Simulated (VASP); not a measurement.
Crystal: Cu.

```
Cu
1.0
     2.46108    0.00000    0.00000
    -0.92224    2.28175    0.00000
    -0.76942   -1.14087    2.04042
Cu
1
Direct
  0.00000 0.00000 0.00000
```

| Quantity | Value |
| --- | --- |
| Program | VASP 6.6.1 |
| Task | relaxation of cell and atoms |
| Functional | BLYP |
| Dispersion | D3(BJ) |
| Potentials or basis | VASP PAW PBE potentials, release 64 (Cu) |
| Cutoff | 600 eV |
| k mesh | 15 × 15 × 14 |
| Occupations | fermi-dirac, width 0.15 eV |
| Spin | no spin polarisation |

At the start: pressure -3.3 GPa; volume 11.46 Å³/atom.

Q: Where does the relaxation end?

A: Over 12 steps the energy falls by 2.8 meV/atom and the volume is 11.22 Å³/atom (-2.1 %); space group I4/mmm (No. 139, to 0.05 Å).

The path:
| step | energy change (eV) | largest force (eV/Å) | pressure (GPa) | volume (Å³) |
| --- | --- | --- | --- | --- |
| 1 | 0.0000 | 0.0000 | -3.31 | 11.46 |
| 2 | -0.0016 | 0.0000 | 2.23 | 11.07 |
| 3 | -0.0026 | 0.0000 | 0.02 | 11.21 |
| 4 | -0.0026 | 0.0000 | -0.03 | 11.22 |
| 5 | -0.0026 | 0.0000 | -0.05 | 11.22 |
| 6 | -0.0027 | 0.0000 | -0.07 | 11.22 |
| 7 | -0.0027 | 0.0000 | -0.03 | 11.22 |
| 8 | -0.0027 | 0.0000 | 0.10 | 11.21 |
| 9 | -0.0027 | 0.0000 | 0.37 | 11.19 |
| 10 | -0.0028 | 0.0000 | 0.37 | 11.19 |
| 11 | -0.0028 | 0.0000 | 0.27 | 11.20 |
| 12 | -0.0028 | 0.0000 | 0.07 | 11.22 |

Final structure:
```cif
data_structure
_symmetry_space_group_name_H-M 'P 1'
_symmetry_Int_Tables_number 1
_cell_length_a 2.4457
_cell_length_b 2.4457
_cell_length_c 2.4435
_cell_angle_alpha 107.545
_cell_angle_beta 107.545
_cell_angle_gamma 113.325
_cell_volume 11.22
loop_
_atom_site_label
_atom_site_type_symbol
_atom_site_fract_x
_atom_site_fract_y
_atom_site_fract_z
_atom_site_occupancy
Cu1 Cu 0.00000 0.00000 0.00000 1
```

Caveat: the PAW data sets were made with another functional, which shifts forces and pressure a little; pairwise dispersion overbinds metals, which lowers pressure and volume.
